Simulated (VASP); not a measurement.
# Pt in VASP: notebook

Runs on Pt. Level: PBEsol. Tasks: single point.

Everything below comes from runs of VASP 6.6.1. Logs are shortened: lines on timing, memory, paths and dates and some standing lists are left out, and cuts for length are marked.

## 1. The cell of the first run

The cell holds a wire or tube with vacuum around it, 18 atoms: a = 14.600 Å, b = 16.200 Å, c = 6.411 Å, α = 90.00°, β = 90.00°, γ = 90.00°.

## 2. Single point, PBEsol

INCAR reads:

```
SYSTEM = Pt
  ALGO = Normal
  EDIFF = 1E-6
  ENCUT = 520
  GGA = PS
  ISIF = 2
  ISMEAR = 0
  LASPH = .True.
  LCHARG = .False.
  LREAL = Auto
  LUSENCCL = .False.
  LWAVE = .False.
  NBANDS = 105
  NELM = 60
  PREC = Accurate
  SIGMA = 0.05
```

KPOINTS reads:

```
k-points
0
Gamma
  1 1 8
  0 0 0
```

POSCAR reads:

```
Pt
1.0
   14.6000000000      0.0000000000      0.0000000000
    0.0000000000     16.2000000000      0.0000000000
    0.0000000000      0.0000000000      6.4113913904
Pt
18
Direct
    0.5960598975      0.5500000025     -0.0000450960
    0.4808186062      0.3655274622      0.3183458736
    0.4731316234      0.7066485823      0.3350467197
    0.3612158790      0.5522174808      0.6817419626
    0.6850816641      0.3757522075      0.6649031790
    0.5798332112      0.3753477606     -0.0152276198
    0.4770375452      0.5358328112      0.3282280226
    0.3729613636      0.3777894356      0.6571813575
    0.6809482905      0.5380978625      0.6570989093
    0.4039401025      0.4499999975      0.0000450960
    0.3149183359      0.6242477925      0.3350968210
    0.6387841210      0.4477825192      0.3182580374
    0.5268683766      0.2933514177      0.6649532803
    0.5191813938      0.6344725378      0.6816541264
    0.4201667888      0.6246522394      0.0152276198
    0.3190517095      0.4619021375      0.3429010907
    0.6270386364      0.6222105644      0.3428186425
    0.5229624548      0.4641671888      0.6717719774
```

Potentials or basis: VASP PAW PBE potentials, release 64 (Pt).

Command:

```
$ cat potpaw_PBE.64/Pt/POTCAR > POTCAR
$ mpirun -np 1 vasp_std > vasp.out
```

OUTCAR:

```text
SYSTEM = Pt
   EDIFF = 1E-6
   ENCUT = 520
   GGA = PS
   ISIF = 2
   ISMEAR = 0
   LASPH = .True.
   LREAL = Auto
   NELM = 60
   PREC = Accurate

 ion  position               nearest neighbor table
   1  0.596  0.550  1.000-   9 2.53  17 2.53  12 2.70  14 2.70  18 2.74   7 2.74  15 2.84   6 2.84
                            10 3.24
   2  0.481  0.366  0.318-   6 2.59  13 2.60  12 2.66   8 2.69  10 2.70   7 2.76  16 2.84  18 2.84

   3  0.473  0.707  0.335-  15 2.56  14 2.60  17 2.63  11 2.67   7 2.77
   4  0.361  0.552  0.682-  15 2.59  11 2.60  14 2.66  16 2.69  10 2.70  18 2.76   8 2.84   7 2.84

   5  0.685  0.376  0.665-   6 2.56  12 2.60   9 2.63  13 2.67  18 2.77
   6  0.580  0.375  0.985-  13 2.56   5 2.56   2 2.59  12 2.59  18 2.61  10 2.84   1 2.84
   7  0.477  0.536  0.328-  18 2.58  17 2.60  16 2.60  15 2.61  10 2.74   1 2.74  12 2.76   2 2.76
                            11 2.77   3 2.77  14 2.84   4 2.84
   8  0.373  0.378  0.657-  10 2.53  16 2.56  18 2.60  13 2.63   2 2.69   4 2.84
   9  0.681  0.538  0.657-   1 2.53  17 2.56  18 2.60   5 2.63  12 2.69  14 2.84
  10  0.404  0.450  0.000-  16 2.53   8 2.53   4 2.70   2 2.70   7 2.74  18 2.74   6 2.84  15 2.84
                             1 3.24
  11  0.315  0.624  0.335-  15 2.56   4 2.60  16 2.63   3 2.67   7 2.77
  12  0.639  0.448  0.318-   6 2.59   5 2.60   2 2.66   9 2.69   1 2.70   7 2.76  17 2.84  18 2.84

  13  0.527  0.293  0.665-   6 2.56   2 2.60   8 2.63   5 2.67  18 2.77
  14  0.519  0.634  0.682-  15 2.59   3 2.60   4 2.66  17 2.69   1 2.70  18 2.76   9 2.84   7 2.84

  15  0.420  0.625  0.015-   3 2.56  11 2.56  14 2.59   4 2.59   7 2.61   1 2.84  10 2.84
  16  0.319  0.462  0.343-  10 2.53   8 2.56   7 2.60  11 2.63   4 2.69   2 2.84
  17  0.627  0.622  0.343-   1 2.53   9 2.56   7 2.60   3 2.63  14 2.69  12 2.84
  18  0.523  0.464  0.672-   7 2.58   8 2.60   9 2.60   6 2.61   1 2.74  10 2.74   4 2.76  14 2.76
                             5 2.77  13 2.77   2 2.84  12 2.84

  LATTYP: Found a simple orthorhombic cell.
 ALAT       =     6.4113913904
 B/A-ratio  =     2.2771968066
 C/A-ratio  =     2.5267526210

  Lattice vectors:

 A1 = (   0.0000000000,   0.0000000000,   6.4113913904)
 A2 = (  14.6000000000,   0.0000000000,   0.0000000000)
 A3 = (   0.0000000000,  16.2000000000,   0.0000000000)

Analysis of symmetry for initial positions (statically):
=====================================================================
 Subroutine PRICEL returns:
 Original cell was already a primitive cell.

 Routine SETGRP: Setting up the symmetry group for a
 simple orthorhombic supercell.

 Subroutine GETGRP returns: Found  2 space group operations
 (whereof  2 operations were pure point group operations)
 out of a pool of  8 trial point group operations.

The static configuration has the point symmetry S_2 .

Analysis of symmetry for dynamics (positions and initial velocities):
=====================================================================
 Subroutine PRICEL returns:
 Original cell was already a primitive cell.

 Routine SETGRP: Setting up the symmetry group for a
 simple orthorhombic supercell.

 Subroutine GETGRP returns: Found  2 space group operations
 (whereof  2 operations were pure point group operations)
 out of a pool of  8 trial point group operations.

The dynamic configuration has the point symmetry S_2 .

 Subroutine INISYM returns: Found  2 space group operations
 (whereof  2 operations are pure point group operations),
 and found     1 'primitive' translations

----------------------------------------------------------------------------------------

                                     Primitive cell

  volume of cell :    1516.4223

  direct lattice vectors                    reciprocal lattice vectors
    14.600000000  0.000000000  0.000000000     0.068493151  0.000000000  0.000000000
     0.000000000 16.200000000  0.000000000     0.000000000  0.061728395  0.000000000
     0.000000000  0.000000000  6.411391390     0.000000000  0.000000000  0.155972384

  length of vectors
    14.600000000 16.200000000  6.411391390     0.068493151  0.061728395  0.155972384

  position of ions in fractional coordinates (direct lattice)
     0.596059897  0.550000002  0.999954904
     0.480818606  0.365527462  0.318345874
     0.473131623  0.706648582  0.335046720
     0.361215879  0.552217481  0.681741963
     0.685081664  0.375752207  0.664903179
     0.579833211  0.375347761  0.984772380
[... 10 lines left out ...]
     0.627038636  0.622210564  0.342818642
     0.522962455  0.464167189  0.671771977

  ion indices of the primitive-cell ions
   primitive index   ion index
                 1           1
                 2           2
                 3           3
                 4           4
                 5           5
                 6           6
[... 10 lines left out ...]
                17          17
                18          18

----------------------------------------------------------------------------------------

 KPOINTS: k-points

Automatic generation of k-mesh.
 Grid dimensions read from file:
 generate k-points for:    1    1    8

 Generating k-lattice:

  Cartesian coordinates                     Fractional coordinates (reciprocal lattice)
     0.068493151  0.000000000  0.000000000     1.000000000  0.000000000  0.000000000
     0.000000000  0.061728395  0.000000000     0.000000000  1.000000000  0.000000000
     0.000000000  0.000000000  0.019496548     0.000000000  0.000000000  0.125000000

  Length of vectors
     0.068493151  0.061728395  0.019496548

  Shift w.r.t. Gamma in fractional coordinates (k-lattice)
     0.000000000  0.000000000  0.000000000

 Subroutine IBZKPT returns following result:
 ===========================================

 Found      5 irreducible k-points:

 Following reciprocal coordinates:
            Coordinates               Weight
  0.000000  0.000000  0.000000      1.000000
  0.000000  0.000000  0.125000      2.000000
  0.000000  0.000000  0.250000      2.000000
  0.000000  0.000000  0.375000      2.000000
  0.000000  0.000000  0.500000      1.000000
   k-points           NKPTS =      5   k-points in BZ     NKDIM =      5   number of bands    NBANDS=    105
   number of dos      NEDOS =    301   number of ions     NIONS =     18
   total plane-waves  NPLWV = 645120
   dimension x,y,z NGX =   112 NGY =  120 NGZ =   48
   dimension x,y,z NGXF=   224 NGYF=  240 NGZF=   96
   ions per type =              18
   NGX,Y,Z   is equivalent  to a cutoff of  12.75, 12.31, 12.45 a.u.
   NGXF,Y,Z  is equivalent  to a cutoff of  25.51, 24.63, 24.89 a.u.
 SYSTEM =  Pt
   PREC   = accura    normal or accurate (medium, high low for compatibility)
   ISTART =      0    job   : 0-new  1-cont  2-samecut
   ICHARG =      2    charge: 1-file 2-atom 10-const
   ISPIN  =      1    spin polarized calculation?
   LNONCOLLINEAR =      F non collinear calculations
   LSORBIT =      F    spin-orbit coupling
   LASPH  =      T    aspherical Exc in radial PAW
   ENCUT  =  520.0 eV  38.22 Ry    6.18 a.u.  27.15 30.12 11.92*2*pi/ulx,y,z
   NELM   =     60;   NELMIN=  2; NELMDL= -5     # of ELM steps
   EDIFF  = 0.1E-05   stopping-criterion for ELM
   LREAL  =      T    real-space projection
   EDIFFG = 0.1E-04   stopping-criterion for IOM
   NSW    =      0    number of steps for IOM
   IBRION =     -1    ionic relax: 0-MD 1-quasi-New 2-CG
   NFREE  =      0    steps in history (QN), initial steepest desc. (CG)
   ISIF   =      2    stress and relaxation
   ISYM   =      2    0-nonsym 1-usesym 2-fastsym
   POTIM  = 0.5000    time-step for ionic-motion
   TEBEG  =    0.0;   TEEND  =   0.0 temperature during run
   PSTRESS=    0.0 pullay stress
   NELECT =     180.0000    total number of electrons
   NUPDOWN=      -1.0000    fix difference up-down
   EMIN   =  10.00;   EMAX   =-10.00  energy-range for DOS
   EFERMI =   0.00;   METHOD = LEGACY
   ISMEAR =     0;   SIGMA  =   0.05  broadening in eV -4-tet -1-fermi 0-gaus
   EFERMI_NEDOS =   21; number of points for ismear=-14 and -15
   IALGO  =     38    algorithm
   IMIX   =      4    mixing-type and parameters
     AMIX     =   0.40;   BMIX     =  1.00
     AMIX_MAG =   1.60;   BMIX_MAG =  1.00
  volume/ion in A,a.u.               =      84.25       568.52
  Fermi-wavevector in a.u.,A,eV,Ry     =   0.804561  1.520400  8.807300  0.647318
  Thomas-Fermi vector in A             =   1.912641
   LORBIT       =      0    0 simple, 1 ext, 2 COOP (PROOUT), +10 PAW based schemes
   GGA     = PS    functional components
   LHFCALC =     F    Hartree Fock is set to
   AEXX    =    0.0000 exact exchange contribution
   IVDW    =     0    specifies the selected vdW correction
   LEPSILON=     F    determine dielectric tensor
   LRPA    =     F    only Hartree local field effects (RPA)
 non-spin polarized calculation
 Gauss-broadening in eV      SIGMA  =   0.05
  energy-cutoff  :      520.00
  volume of cell :     1516.42
 maximum number of plane-waves:     40860
 NGX is ok and might be reduce to   112
   NGX = 55   NGY = 61   NGZ = 23

 number of electron     180.0000010 magnetization

 Free energy of the ion-electron system (eV)
  ---------------------------------------------------
  ext. energy  EPLUGINS =         0.00000000
  ---------------------------------------------------
  free energy    TOTEN  =      -101.34256190 eV

  energy without entropy =     -101.28324696  energy(sigma->0) =     -101.31290443

 E-fermi :  -2.3973     XC(G=0):  -3.5326

 val. band max:       -2.3979733387   @ k =   0.0000   0.0000   0.1250
 cond. band min:      -2.3884063982   @ k =   0.0000   0.0000   0.3750
 fundamental gap:      0.0095669404
 Fermi energy:        -2.3972840044

 k-point     1 :       0.0000    0.0000    0.0000
  band No.  band energies     occupation
      1     -11.0828      2.00000
      2      -9.3835      2.00000
      3      -9.0598      2.00000
      4      -8.8188      2.00000
      5      -8.7903      2.00000
      6      -8.7603      2.00000
[... 94 lines left out ...]
    101      -0.4529      0.00000
    102      -0.2664      0.00000

 k-point     2 :       0.0000    0.0000    0.1250
  band No.  band energies     occupation
      1     -11.0178      2.00000
      2      -9.3850      2.00000
      3      -9.0660      2.00000
      4      -8.8478      2.00000
      5      -8.8084      2.00000
      6      -8.7723      2.00000
[... 94 lines left out ...]
    101      -0.8720      0.00000
    102      -0.4795      0.00000

 k-point     3 :       0.0000    0.0000    0.2500
  band No.  band energies     occupation
      1     -10.8295      2.00000
      2      -9.4402      2.00000
      3      -9.0803      2.00000
      4      -9.0047      2.00000
      5      -8.7981      2.00000
      6      -8.7700      2.00000
[... 94 lines left out ...]
    101      -0.6007      0.00000
    102      -0.3167      0.00000

 k-point     4 :       0.0000    0.0000    0.3750
  band No.  band energies     occupation
      1     -10.5442      2.00000
      2      -9.6800      2.00000
      3      -9.0891      2.00000
      4      -9.0589      2.00000
      5      -8.8959      2.00000
      6      -8.7302      2.00000
[... 94 lines left out ...]
    101      -1.0255      0.00000
    102      -0.4154      0.00000

 k-point     5 :       0.0000    0.0000    0.5000
  band No.  band energies     occupation
      1     -10.3116      2.00000
      2      -9.9208      2.00000
      3      -9.0903      2.00000
      4      -9.0228      2.00000
      5      -8.9746      2.00000
      6      -8.7205      2.00000
[... 94 lines left out ...]
    101      -1.0830      0.00000
    102      -0.6622      0.00000
 [bands above 102 left out]

------------------------ aborting loop because EDIFF is reached ----------------------------------------

  FORCE on cell =-STRESS in cart. coord.  units (eV):
  Direction    XX          YY          ZZ          XY          YZ          ZX
  --------------------------------------------------------------------------------------
  -------------------------------------------------------------------------------------
  Total       -0.6715853     -0.7398996     -0.6065718      0.0921041      0.1133789     -0.0519789
  in kB       -0.7095641     -0.7817416     -0.6408740      0.0973127      0.1197906     -0.0549184
  external PRESSURE =      -0.7107266 kB  Pullay stress =       0.0000000 kB

 VOLUME and BASIS-vectors are now :
 -----------------------------------------------------------------------------
  energy-cutoff  :      520.00
  volume of cell :     1516.42
      direct lattice vectors                 reciprocal lattice vectors
    14.600000000  0.000000000  0.000000000     0.068493151  0.000000000  0.000000000
     0.000000000 16.200000000  0.000000000     0.000000000  0.061728395  0.000000000
     0.000000000  0.000000000  6.411391390     0.000000000  0.000000000  0.155972384

 POSITION                                       TOTAL-FORCE (eV/Angst)
 -----------------------------------------------------------------------------------
      8.70247      8.91000      6.41110         0.004105      0.001518     -0.000467
      7.01995      5.92154      2.04104         0.011214      0.028534     -0.006161
      6.90772     11.44771      2.14812         0.005852     -0.028630      0.008175
      5.27375      8.94592      4.37091         0.033388     -0.012110      0.007130
     10.00219      6.08719      4.26295        -0.022205      0.023104     -0.002729
      8.46556      6.08063      6.31376        -0.009634      0.018002      0.010160
[... 10 lines left out ...]
      9.15476     10.07981      2.19794        -0.023236     -0.002717      0.013357
      7.63525      7.51951      4.30699        -0.008211      0.017051     -0.024360
 -----------------------------------------------------------------------------------
    total drift:                                0.000000     -0.000000      0.000000

  FREE ENERGIE OF THE ION-ELECTRON SYSTEM (eV)
  ---------------------------------------------------
  free  energy   TOTEN  =      -101.3425619048 eV

  energy  without entropy=     -101.2832469575  energy(sigma->0) =     -101.31290443
```

Wall time 2.2 min (1 × NVIDIA H100 80GB with 1 thread of AMD EPYC 7R13 (Zen 3), shared host); peak memory 2.1 GiB.

Results:

| Item | Value |
| --- | --- |
| Free energy | -101.3426 eV |
| Largest force | 0.036 eV/Å |
| Band gap on the k mesh | zero (bands 90 and 91 overlap by 0.02 eV) |

Forces on the atoms (eV/Å):
```
Pt   0.004  0.002  0.000
Pt   0.011  0.029 -0.006
Pt   0.006 -0.029  0.008
Pt   0.033 -0.012  0.007
Pt  -0.022  0.023 -0.003
Pt  -0.010  0.018  0.010
Pt   0.008 -0.017  0.024
Pt   0.023  0.003 -0.013
Pt  -0.018 -0.014 -0.015
Pt  -0.004 -0.002  0.000
Pt   0.022 -0.023  0.003
Pt  -0.033  0.012 -0.007
Pt  -0.006  0.029 -0.008
Pt  -0.011 -0.029  0.006
Pt   0.010 -0.018 -0.010
Pt   0.018  0.014  0.015
Pt  -0.023 -0.003  0.013
Pt  -0.008  0.017 -0.024
```

Caveat: the PAW data sets were made with another functional, which shifts forces and pressure a little; spin-orbit coupling is left out, which moves the levels of the heavy elements.

[end of part 1 of 2]
